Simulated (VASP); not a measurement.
Input of a VASP 6.6.1 run:

The input INCAR:

```
PREC = Accurate
ENCUT = 520
EDIFF = 1E-7
ISMEAR = 0
SIGMA = 0.1
LREAL = F
LASPH = T
NELM = 60
ALGO = Normal
ISIF = 2
LWAVE = F
LCHARG = F
LDIPOL = T
IDIPOL = 3
DIPOL = 0.5 0.5 0.311
GGA = PE
NBANDS = 36
```

File KPOINTS:

```
Automatic mesh
0
Gamma
  5 5 1
```

File POSCAR:

```
Al6N
1.0
    5.7143028096      0.0000000000      0.0000000000
    0.0000000000      5.7143028096      0.0000000000
    0.0000000000      0.0000000000     22.1750227687
Al N
12 2
Direct
    0.2500000000      0.2500000000      0.1803831293
    0.2500000000      0.7500000000      0.1803831293
    0.7500000000      0.2500000000      0.1803831293
    0.7500000000      0.7500000000      0.1803831293
    0.0000000000      0.0000000000      0.2744094920
    0.0000000000      0.5000000000      0.2744094920
    0.5000000000      0.0000000000      0.2744094920
    0.5000000000      0.5000000000      0.2744094920
    0.2500000000      0.2500000000      0.3686590473
    0.2500000000      0.7500000000      0.3686590473
    0.7500000000      0.2500000000      0.3686590473
    0.7500000000      0.7500000000      0.3686590473
    0.4037502879      0.5000000000      0.5310038637
    0.5962497121      0.5000000000      0.5310038637
```

Potentials or basis: VASP PAW PBE potentials, release 64 (Al, N).

Run with:

```console
$ cat potpaw_PBE.64/Al/POTCAR potpaw_PBE.64/N/POTCAR > POTCAR
$ mpirun -np 1 vasp_std > vasp.out
```

(1) What does it give for the largest force?

(2) What does it give for the band gap on the k mesh?

## Answers

(1) 2.187 eV/Å.

(2) zero (bands 23 and 24 overlap by 0.52 eV).

Caveat: the standard files for N, O and F lose accuracy on very short bonds.
